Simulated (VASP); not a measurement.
Here is a VASP 6.6.1 calculation.

Contents of INCAR:

```
SYSTEM = CuSi16
ALGO = Normal ; EDIFF = 1E-7
EDIFFG = -0.03 ; ENCUT = 520
GGA = PE ; IBRION = 2
ISIF = 2 ; ISMEAR = -1
LASPH = .True. ; LCHARG = .False.
LREAL = Auto ; LWAVE = .False.
NELECT = 74.0 ; NELM = 60
NSW = 80 ; PREC = Accurate
SIGMA = 0.05
```

The input KPOINTS:

```
k-points
0
Gamma
  2 2 2
  0 0 0
```

Contents of POSCAR:

```
CuSi16
1.0
    0.0000000000      5.4300000000      5.4300000000
    5.4300000000      0.0000000000      5.4300000000
    5.4300000000      5.4300000000      0.0000000000
Si Cu
16 1
Direct
    0.0000000000      0.0000000000      0.0000000000
    0.1250000000      0.1250000000      0.1250000000
    0.0000000000      0.0000000000      0.5000000000
    0.1250000000      0.1250000000      0.6250000000
    0.0000000000      0.5000000000      0.0000000000
    0.1250000000      0.6250000000      0.1250000000
    0.0000000000      0.5000000000      0.5000000000
    0.1250000000      0.6250000000      0.6250000000
    0.5000000000      0.0000000000      0.0000000000
    0.6250000000      0.1250000000      0.1250000000
    0.5000000000      0.0000000000      0.5000000000
    0.6250000000      0.1250000000      0.6250000000
    0.5000000000      0.5000000000      0.0000000000
    0.6250000000      0.6250000000      0.1250000000
    0.5000000000      0.5000000000      0.5000000000
    0.6250000000      0.6250000000      0.6250000000
    0.2541341100      0.2471893600      1.2467997100
```

Potentials or basis: VASP PAW PBE potentials, release 64 (Si, Cu).

Command:

```console
$ cat potpaw_PBE.64/Si/POTCAR potpaw_PBE.64/Cu/POTCAR > POTCAR
$ mpirun -np 1 vasp_std > vasp.out
```

Q: What does it give for the energy gained by relaxing?

A: 6.0 meV/atom.

Final structure:
```
Si Cu
1.0
     0.00000    5.43000    5.43000
     5.43000    0.00000    5.43000
     5.43000    5.43000    0.00000
Si Cu
16 1
Direct
  0.00084 0.99943 0.99936
  0.12258 0.12303 0.12306
  0.99774 0.99775 0.50213
  0.12311 0.12355 0.63009
  0.99774 0.50214 0.99775
  0.12307 0.63018 0.12354
  0.99776 0.50224 0.50223
  0.12727 0.62427 0.62428
  0.50237 0.99769 0.99770
  0.63190 0.12280 0.12282
  0.50245 0.99774 0.50208
  0.62409 0.12755 0.62423
  0.50244 0.50209 0.99774
  0.62408 0.62422 0.12757
  0.49997 0.50002 0.50002
  0.62411 0.62426 0.62427
  0.25262 0.24821 0.24794
```

Caveat: the k points lie up to 0.50 Å⁻¹ apart; the cell carries a net charge on a neutralising background, which shifts energy and pressure.
